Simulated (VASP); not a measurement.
# Ir (Fm-3m) in VASP: a series of runs

Ir is run at these levels: PBEsol; tasks: single point, relaxation of cell and atoms.

All numbers are computed with VASP 6.6.1; they aren't measurements. Logs are shortened: lines on timing, memory, paths and dates and some standing lists are left out, and cuts for length are marked.

### 1 The cell of the first run

It takes space group Fm-3m (No. 225, cubic). The conventional cell has a = 3.831 Å, b = 3.831 Å, c = 3.831 Å, α = 90.00°, β = 90.00°, γ = 90.00°. Ir (site symmetry m-3m) has 12 Ir at 2.71 Å within 3.6 Å.

### 2 Single point, PBEsol

Contents of INCAR:

```
SYSTEM = Ir
PREC = Accurate
ENCUT = 520
EDIFF = 1E-6
ISMEAR = -1
SIGMA = 0.05
LREAL = .FALSE.
LASPH = .TRUE.
NELM = 100
ALGO = Normal
ISIF = 2
LWAVE = .FALSE.
LCHARG = .FALSE.
GGA = PS
NBANDS = 10
```

Contents of KPOINTS:

```
regular mesh
0
G
  10 10 10
  0 0 0
```

Contents of POSCAR:

```
Ir
1.0
    0.0000000000      1.9152510105      1.9152510105
    1.9152510105      0.0000000000      1.9152510105
    1.9152510105      1.9152510105      0.0000000000
Ir
1
Direct
    0.0000000000      0.0000000000      0.0000000000
```

Potentials or basis: VASP PAW PBE potentials, release 64 (Ir).

Run with:

```sh
$ cat potpaw_PBE.64/Ir/POTCAR > POTCAR
$ mpirun -np 1 vasp_std > vasp.out
```

OUTCAR:

```text
SYSTEM = Ir
   PREC = Accurate
   ENCUT = 520
   EDIFF = 1E-6
   ISMEAR = -1
   LREAL = .FALSE.
   LASPH = .TRUE.
   NELM = 100
   ISIF = 2
   GGA = PS

 ion  position               nearest neighbor table
   1  0.000  0.000  0.000-

  LATTYP: Found a face centered cubic cell.
 ALAT       =     3.8305020210

  Lattice vectors:

 A1 = (   0.0000000000,   1.9152510105,   1.9152510105)
 A2 = (   1.9152510105,   0.0000000000,   1.9152510105)
 A3 = (   1.9152510105,   1.9152510105,   0.0000000000)

Analysis of symmetry for initial positions (statically):
=====================================================================
 Subroutine PRICEL returns:
 Original cell was already a primitive cell.

 Routine SETGRP: Setting up the symmetry group for a
 face centered cubic supercell.

 Subroutine GETGRP returns: Found 48 space group operations
[... 9 lines left out ...]

 Routine SETGRP: Setting up the symmetry group for a
 face centered cubic supercell.

 Subroutine GETGRP returns: Found 48 space group operations
[... 11 lines left out ...]
                                     Primitive cell

  volume of cell :      14.0510

  direct lattice vectors                    reciprocal lattice vectors
     0.000000000  1.915251011  1.915251011    -0.261062387  0.261062387  0.261062387
     1.915251011  0.000000000  1.915251011     0.261062387 -0.261062387  0.261062387
     1.915251011  1.915251011  0.000000000     0.261062387  0.261062387 -0.261062387

  length of vectors
     2.708573954  2.708573954  2.708573954     0.452173318  0.452173318  0.452173318

  position of ions in fractional coordinates (direct lattice)
     0.000000000  0.000000000  0.000000000

  ion indices of the primitive-cell ions
   primitive index   ion index
                 1           1

----------------------------------------------------------------------------------------

 KPOINTS: regular mesh

Automatic generation of k-mesh.
 Grid dimensions read from file:
 generate k-points for:   10   10   10

 Generating k-lattice:

  Cartesian coordinates                     Fractional coordinates (reciprocal lattice)
    -0.026106239  0.026106239  0.026106239     0.100000000  0.000000000  0.000000000
     0.026106239 -0.026106239  0.026106239     0.000000000  0.100000000  0.000000000
     0.026106239  0.026106239 -0.026106239     0.000000000  0.000000000  0.100000000

  Length of vectors
     0.045217332  0.045217332  0.045217332

  Shift w.r.t. Gamma in fractional coordinates (k-lattice)
     0.000000000  0.000000000  0.000000000

 Subroutine IBZKPT returns following result:
 ===========================================

 Found     47 irreducible k-points:

 Following reciprocal coordinates:
            Coordinates               Weight
  0.000000  0.000000  0.000000      1.000000
  0.100000  0.000000  0.000000      8.000000
  0.200000  0.000000  0.000000      8.000000
  0.300000  0.000000  0.000000      8.000000
  0.400000  0.000000  0.000000      8.000000
  0.500000  0.000000  0.000000      4.000000
[... 16 lines left out ...]
  0.300000  0.300000  0.000000      6.000000
  0.400000  0.300000  0.000000     24.000000
 [... further k-points ...]
   k-points           NKPTS =     47   k-points in BZ     NKDIM =     47   number of bands    NBANDS=     10
   number of dos      NEDOS =    301   number of ions     NIONS =      1
   total plane-waves  NPLWV =   8000
   dimension x,y,z NGX =    20 NGY =   20 NGZ =   20
   dimension x,y,z NGXF=    40 NGYF=   40 NGZF=   40
   ions per type =               1
   NGX,Y,Z   is equivalent  to a cutoff of  12.28, 12.28, 12.28 a.u.
   NGXF,Y,Z  is equivalent  to a cutoff of  24.55, 24.55, 24.55 a.u.
 SYSTEM =  Ir
   PREC   = accura    normal or accurate (medium, high low for compatibility)
   ISTART =      0    job   : 0-new  1-cont  2-samecut
   ICHARG =      2    charge: 1-file 2-atom 10-const
   ISPIN  =      1    spin polarized calculation?
   LNONCOLLINEAR =      F non collinear calculations
   LSORBIT =      F    spin-orbit coupling
   LASPH  =      T    aspherical Exc in radial PAW
   ENCUT  =  520.0 eV  38.22 Ry    6.18 a.u.   5.04  5.04  5.04*2*pi/ulx,y,z
   NELM   =    100;   NELMIN=  2; NELMDL= -5     # of ELM steps
   EDIFF  = 0.1E-05   stopping-criterion for ELM
   LREAL  =      F    real-space projection
   EDIFFG = 0.1E-04   stopping-criterion for IOM
   NSW    =      0    number of steps for IOM
   IBRION =     -1    ionic relax: 0-MD 1-quasi-New 2-CG
   NFREE  =      0    steps in history (QN), initial steepest desc. (CG)
   ISIF   =      2    stress and relaxation
   ISYM   =      2    0-nonsym 1-usesym 2-fastsym
   POTIM  = 0.5000    time-step for ionic-motion
   TEBEG  =    0.0;   TEEND  =   0.0 temperature during run
   PSTRESS=    0.0 pullay stress
   NELECT =       9.0000    total number of electrons
   NUPDOWN=      -1.0000    fix difference up-down
   EMIN   =  10.00;   EMAX   =-10.00  energy-range for DOS
   EFERMI =   0.00;   METHOD = LEGACY
   ISMEAR =    -1;   SIGMA  =   0.05  broadening in eV -4-tet -1-fermi 0-gaus
   EFERMI_NEDOS =   21; number of points for ismear=-14 and -15
   IALGO  =     38    algorithm
   IMIX   =      4    mixing-type and parameters
     AMIX     =   0.40;   BMIX     =  1.00
     AMIX_MAG =   1.60;   BMIX_MAG =  1.00
  volume/ion in A,a.u.               =      14.05        94.82
  Fermi-wavevector in a.u.,A,eV,Ry     =   1.411194  2.666769 27.095563  1.991468
  Thomas-Fermi vector in A             =   2.533070
   LORBIT       =      0    0 simple, 1 ext, 2 COOP (PROOUT), +10 PAW based schemes
   GGA     = PS    functional components
   LHFCALC =     F    Hartree Fock is set to
   AEXX    =    0.0000 exact exchange contribution
   IVDW    =     0    specifies the selected vdW correction
   LEPSILON=     F    determine dielectric tensor
   LRPA    =     F    only Hartree local field effects (RPA)
 non-spin polarized calculation
  energy-cutoff  :      520.00
  volume of cell :       14.05
 maximum number of plane-waves:       388
   NGX =  9   NGY =  9   NGZ =  9

 number of electron       9.0000000 magnetization

 Free energy of the ion-electron system (eV)
  ---------------------------------------------------
  ext. energy  EPLUGINS =         0.00000000
  ---------------------------------------------------
  free energy    TOTEN  =        -9.82775723 eV

  energy without entropy =       -9.81887254  energy(sigma->0) =       -9.82331488

 E-fermi :  10.4418     XC(G=0): -14.1414

 val. band max:       10.4236685895   @ k =  -0.3000   0.3000   0.1000
 cond. band min:      10.4606398647   @ k =  -0.4000   0.5000   0.1000
 fundamental gap:      0.0369712752
 Fermi energy:        10.4417841017

 k-point     1 :       0.0000    0.0000    0.0000
  band No.  band energies     occupation
      1      -0.8996      2.00000
      2       6.4186      2.00000
      3       6.4186      2.00000
      4       6.4186      2.00000
      5       9.1700      2.00000
      6       9.1700      2.00000
      7      24.6656      0.00000
      8      30.2881      0.00000
      9      30.2881      0.00000
     10      30.2881      0.00000

 k-point     2 :       0.1000    0.0000    0.0000
  band No.  band energies     occupation
      1      -0.4587      2.00000
      2       6.1945      2.00000
      3       6.6020      2.00000
      4       6.6020      2.00000
      5       9.0599      2.00000
      6       9.0599      2.00000
      7      25.4125      0.00000
      8      28.3778      0.00000
      9      31.0177      0.00000
     10      31.0177      0.00000

 k-point     3 :       0.2000    0.0000    0.0000
  band No.  band energies     occupation
      1       0.6878      2.00000
      2       5.8464      2.00000
      3       6.8841      2.00000
      4       6.8841      2.00000
      5       9.0726      2.00000
      6       9.0726      2.00000
      7      25.5167      0.00000
      8      27.0023      0.00000
      9      32.9810      0.00000
     10      32.9810      0.00000

 k-point     4 :       0.3000    0.0000    0.0000
  band No.  band energies     occupation
      1       1.8144      2.00000
      2       6.2941      2.00000
      3       6.7537      2.00000
      4       6.7537      2.00000
      5       9.7939      2.00000
      6       9.7939      2.00000
      7      22.6973      0.00000
      8      26.5132      0.00000
      9      33.9728      0.00000
     10      33.9728      0.00000

 k-point     5 :       0.4000    0.0000    0.0000
  band No.  band energies     occupation
      1       2.1465      2.00000
      2       6.4525      2.00000
      3       6.4525      2.00000
      4       8.1385      2.00000
      5      10.8060      0.00137
      6      10.8060      0.00137
      7      19.5185      0.00000
      8      24.8033      0.00000
      9      31.2889      0.00000
     10      31.2889      0.00000

 k-point     6 :       0.5000    0.0000    0.0000
  band No.  band energies     occupation
      1       2.1476      2.00000
      2       6.3224      2.00000
      3       6.3224      2.00000
      4       9.5293      2.00000
      5      11.2817      0.00000
      6      11.2817      0.00000
      7      17.6606      0.00000
      8      24.1996      0.00000
      9      30.1837      0.00000
     10      30.1837      0.00000
[... 183 lines left out ...]
 k-point    21 :      -0.3000    0.2000    0.0000
  band No.  band energies     occupation
      1       3.5524      2.00000
      2       5.6494      2.00000
      3       5.9557      2.00000
      4       7.5743      2.00000
      5       9.3674      2.00000
      6      13.1895      0.00000
      7      21.1280      0.00000
      8      25.6201      0.00000
      9      27.8943      0.00000
     10      32.8918      0.00000

 k-point    22 :      -0.2000    0.2000    0.0000
  band No.  band energies     occupation
      1       2.8092      2.00000
      2       5.1969      2.00000
      3       6.3866      2.00000
      4       7.8718      2.00000
      5       8.1454      2.00000
      6      11.6252      0.00000
      7      23.8892      0.00000
      8      27.1443      0.00000
      9      29.1085      0.00000
     10      31.3675      0.00000

 k-point    23 :       0.3000    0.3000    0.0000
  band No.  band energies     occupation
      1       2.6446      2.00000
      2       3.9167      2.00000
      3       7.5562      2.00000
      4       9.2640      2.00000
      5       9.2640      2.00000
      6      10.4698      0.72741
      7      26.8283      0.00000
      8      26.8283      0.00000
      9      28.0768      0.00000
     10      30.9131      0.00000

 k-point    24 :       0.4000    0.3000    0.0000
  band No.  band energies     occupation
      1       2.9489      2.00000
      2       3.6925      2.00000
      3       7.6549      2.00000
      4       9.4973      2.00000
      5      11.1607      0.00000
      6      11.1765      0.00000
      7      23.2268      0.00000
      8      25.4916      0.00000
      9      26.4660      0.00000
     10      31.4182      0.00000

 [... further k-points ...]
[... 5 lines left out ...]
  --------------------------------------------------------------------------------------
  -------------------------------------------------------------------------------------
  Total        0.0881998      0.0881998      0.0881998      0.0000000     -0.0000000      0.0000000
  in kB       10.0570584     10.0570584     10.0570584      0.0000000     -0.0000000      0.0000000
  external PRESSURE =      10.0570584 kB  Pullay stress =       0.0000000 kB

 VOLUME and BASIS-vectors are now :
 -----------------------------------------------------------------------------
  energy-cutoff  :      520.00
  volume of cell :       14.05
      direct lattice vectors                 reciprocal lattice vectors
     0.000000000  1.915251011  1.915251011    -0.261062387  0.261062387  0.261062387
     1.915251011  0.000000000  1.915251011     0.261062387 -0.261062387  0.261062387
     1.915251011  1.915251011  0.000000000     0.261062387  0.261062387 -0.261062387

 POSITION                                       TOTAL-FORCE (eV/Angst)
 -----------------------------------------------------------------------------------
      0.00000      0.00000      0.00000         0.000000      0.000000      0.000000
 -----------------------------------------------------------------------------------
    total drift:                                0.000000     -0.000000     -0.000000

  FREE ENERGIE OF THE ION-ELECTRON SYSTEM (eV)
  ---------------------------------------------------
  free  energy   TOTEN  =        -9.8277572255 eV

  energy  without entropy=       -9.8188725403  energy(sigma->0) =       -9.82331488
```

Wall time 3.2 s (1 thread of Intel Xeon 6975P-C (Granite Rapids), shared host); peak memory 0.13 GiB.

What came out:

```yaml
Free_energy: -9.8278 eV
Pressure: 1.0 GPa
```

Caveat: the PAW data sets were made with another functional, which shifts forces and pressure a little; spin-orbit coupling is left out, which moves the levels of the heavy elements.

### 3 Relaxation of cell and atoms, PBEsol

Contents of INCAR:

```
  ALGO = Normal
  EDIFF = 1E-6
  EDIFFG = -0.01
  ENCUT = 600
  GGA = PS
  IBRION = 2
  ISIF = 3
  ISMEAR = -1
  LASPH = T
  LCHARG = F
  LREAL = F
  LWAVE = F
  NELM = 60
  NSW = 80
  PREC = Accurate
  SIGMA = 0.05
```

Contents of KPOINTS:

```
k-points
0
Gamma
  10 10 10
```

Contents of POSCAR:

```
Ir
1.0
    0.0000000000      1.9156000000      1.9156000000
    1.9156000000      0.0000000000      1.9156000000
    1.9156000000      1.9156000000      0.0000000000
Ir
1
Direct
    0.0000000000      0.0000000000      0.0000000000
```

Potentials or basis: VASP PAW PBE potentials, release 64 (Ir).

Run with:

```sh
$ cat potpaw_PBE.64/Ir/POTCAR > POTCAR
$ mpirun -np 1 vasp_std > vasp.out
```

Run time: 5.7 s. Hardware: 1 thread of Intel Xeon 6975P-C (Granite Rapids), shared host; peak memory 0.15 GiB.

Results (log left out):

```
Free energy                            : -9.8279 eV
Relaxed volume                         : 14.09 Å³/atom
Relaxed cell                           : a = 2.711 Å, b = 2.711 Å, c = 2.711 Å, α = 60.00°, β = 60.00°, γ = 60.00°
Space group after relaxing (to 0.05 Å) : Fm-3m (No. 225)
Energy gained by relaxing              : 0.1 meV/atom
Ionic steps                            : 3
Pressure after relaxing                : 0.0 GPa
```

Final structure:
```
CELL_PARAMETERS angstrom
0.00000 1.91696 1.91696
1.91696 0.00000 1.91696
1.91696 1.91696 0.00000
ATOMIC_POSITIONS crystal
Ir 0.00000 0.00000 0.00000
```

Levels at points of the mesh, in eV from the Fermi level:
| k point | band 2 | band 3 | band 4 | band 5 | band 6 | band 7 |
| --- | --- | --- | --- | --- | --- | --- |
| (0.00, 0.00, 0.00) | -4.01 | -4.01 | -4.01 | -1.27 | -1.27 | 14.23 |
| (0.50, 0.00, 0.00) | -4.10 | -4.10 | -0.90 | 0.84 | 0.84 | 7.19 |
| (0.50, 0.50, 0.00) | -7.49 | 0.82 | 1.41 | 1.41 | 1.57 | 10.44 |

Caveat: the PAW data sets were made with another functional, which shifts forces and pressure a little; spin-orbit coupling is left out, which moves the levels of the heavy elements.

### 4 Single point, PBEsol

Contents of INCAR:

```
SYSTEM = Ir
PREC = Accurate
ENCUT = 500
EDIFF = 1E-6
ISMEAR = -1
SIGMA = 0.05
LREAL = .FALSE.
LASPH = .TRUE.
NELM = 120
ALGO = Normal
ISIF = 2
LWAVE = .FALSE.
LCHARG = .FALSE.
GGA = PS
NBANDS = 14
GGA_COMPAT = .FALSE.
```

Contents of KPOINTS:

```
regular mesh
0
G
  10 10 10
  0 0 0
```

Contents of POSCAR:

```
Ir
1.0
    0.0000000000      1.9152510105      1.9152510105
    1.9152510105      0.0000000000      1.9152510105
    1.9152510105      1.9152510105      0.0000000000
Ir
1
Direct
    0.0000000000      0.0000000000      0.0000000000
```

Potentials or basis: VASP PAW PBE potentials, release 64 (Ir_sv_GW).

Run with:

```sh
$ cat potpaw_PBE.64/Ir_sv_GW/POTCAR > POTCAR
$ mpirun -np 1 vasp_std > vasp.out
```

It used 13 s of CPU time on 1 thread of AMD EPYC 7R13 Processor (Zen 3), on a shared host.

The run converged. Its results:

* Free energy: -10.4031 eV
* Pressure: -3.3 GPa

Levels at points of the mesh, in eV from the Fermi level:
```tsv
k point	band 4	band 5	band 6	band 7	band 8	band 9	band 10	band 11	band 12	band 13
(0.00, 0.00, 0.00)	-49.49	-11.32	-4.02	-4.02	-4.02	-1.27	-1.27	13.49	19.04	19.04
(0.50, 0.00, 0.00)	-49.61	-8.28	-4.11	-4.11	-0.90	0.85	0.85	7.24	13.15	19.05
(0.50, 0.50, 0.00)	-49.79	-8.09	-7.51	0.83	1.43	1.43	1.57	10.52	11.40	11.40
```

Caveat: the PAW data sets were made with another functional, which shifts forces and pressure a little; spin-orbit coupling is left out, which moves the levels of the heavy elements.

### 5 The runs side by side

| task | potentials or basis | cell | cutoff (eV) | second run | gap on the mesh (eV) | pressure (GPa) |
| --- | --- | --- | --- | --- | --- | --- |
| single point | VASP PAW PBE potentials, release 64 (Ir) | a = 2.709 Å, angles 60.0°, 1 atom | 520 | - | none | 1.0 |
| relaxation of cell and atoms | VASP PAW PBE potentials, release 64 (Ir) | relaxed from a = 2.709 Å, angles 60.0°, 1 atom | 600 | - | none | 0.0 |
| single point | VASP PAW PBE potentials, release 64 (Ir_sv_GW) | a = 2.709 Å, angles 60.0°, 1 atom | 500 | valence_matched | none | -3.3 |

Alike in all rows: level PBEsol; no spin polarisation; k mesh 10 × 10 × 10; smearing fermi-dirac 0.05 eV.

Caveats: the PAW data sets were made with another functional, which shifts forces and pressure a little; spin-orbit coupling is left out, which moves the levels of the heavy elements.

Total energies depend on the potentials used, so only differences within one code and one set of settings carry meaning.
